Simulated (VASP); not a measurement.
Ge: single point with PBEsol

**What was measured.**

“Electronic and optical properties of SixGe1-x-ySny alloys lattice-matched to Ge”, 2021, arxiv:2109.02782 reports, for a bulk crystal of Ge at 300 K: band gap 0.807 eV (direct).

Ge:

```
CELL_PARAMETERS angstrom
0.00000 2.82877 2.82877
2.82877 0.00000 2.82877
2.82877 2.82877 0.00000
ATOMIC_POSITIONS crystal
Ge 0.50000 0.50000 0.50000
Ge 0.75000 0.75000 0.75000
```

```yaml
Program: VASP 6.6.1
Task: single point
Functional: PBEsol
Potentials_or_basis: VASP PAW PBE potentials, release 64 (Ge_d)
Cutoff: 520 eV
k_mesh: 10 × 10 × 10
Occupations: fermi-dirac, width 0.05 eV
Spin: no spin polarisation
Dipole_correction: no
Further_INCAR_settings: ALGO = Normal; EDIFF = 1e-06; NBANDS = 21
```

- Pressure: 0.3 GPa
- Band gap on the k mesh: zero (filled and empty bands touch)

Levels at points of the mesh, in eV from the Fermi level:
```tsv
k point	band 10	band 11	band 12	band 13	band 14	band 15	band 16	band 17	band 18	band 19
(0.00, 0.00, 0.00)	-24.52	-12.82	-0.03	-0.02	-0.02	-0.02	2.51	2.51	2.51	6.20
(0.50, 0.00, 0.00)	-24.50	-10.72	-7.65	-1.43	-1.43	0.10	3.69	3.69	6.94	10.41
(0.50, 0.50, 0.00)	-24.48	-8.93	-8.93	-3.11	-3.11	0.64	0.64	9.47	9.47	11.49
```

Run time: 15 s on 1 thread of Intel(R) Xeon(R) 6975P-C (Granite Rapids) (shared host), peak memory 0.18 GiB.

Against the measured gap of Ge, 0.807 eV (direct; 300 K; “Electronic and optical properties of SixGe1-x-ySny alloys lattice-matched to Ge”, 2021, arxiv:2109.02782), the calculated 0.00 eV is off by -0.81 eV. 3 values of this kind are on record (0.666 to 0.807 eV); this one was drawn at random among those near their median. Spin-orbit coupling on Ge is left out. The value is that of PBEsol on a finite k mesh, which can miss the band edges, without temperature or zero-point motion. Semilocal functionals fall short of measured gaps as a rule.

Caveat: the PAW data sets were made with another functional, which shifts forces and pressure a little.
